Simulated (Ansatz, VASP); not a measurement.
SbPb in VASP and in Ansatz

```
Sb Pb
1.0
     0.00000    3.01643    3.01643
     3.01643    0.00000    3.01643
     3.01643    3.01643    0.00000
Sb Pb
1 1
Direct
  0.50000 0.50000 0.50000
  0.00000 0.00000 0.00000
```

Alike in both runs: task single point; functional LDA; k mesh 14 × 14 × 14; occupations gaussian, width 0.15 eV; no spin polarisation.

|  | VASP | Ansatz |
| --- | --- | --- |
| version | VASP 6.6.1 | Ansatz 0.2.0 |
| potentials or method | VASP PAW LDA potentials, release 64 (Sb, Pb_d), cutoff 520 eV | scalar-relativistic, plane waves, PAW |
| valence electrons in the cell | 19 | 29 |

```tsv
	VASP	Ansatz	Ansatz less VASP
gap on the k mesh at the Fermi level (eV)	none	none	-
pressure (GPa)	5.7	5.5	-0.15
```

LDA's correlation is that of Perdew and Zunger in VASP and of Perdew and Wang (1992) in Ansatz. A gap of «none» marks a metal or a gap that the smearing closes. VASP's potentials hold 19 valence electrons a cell and Ansatz's 29, so a difference there can come from the potentials and not from the codes.

Spin-orbit coupling is off throughout.
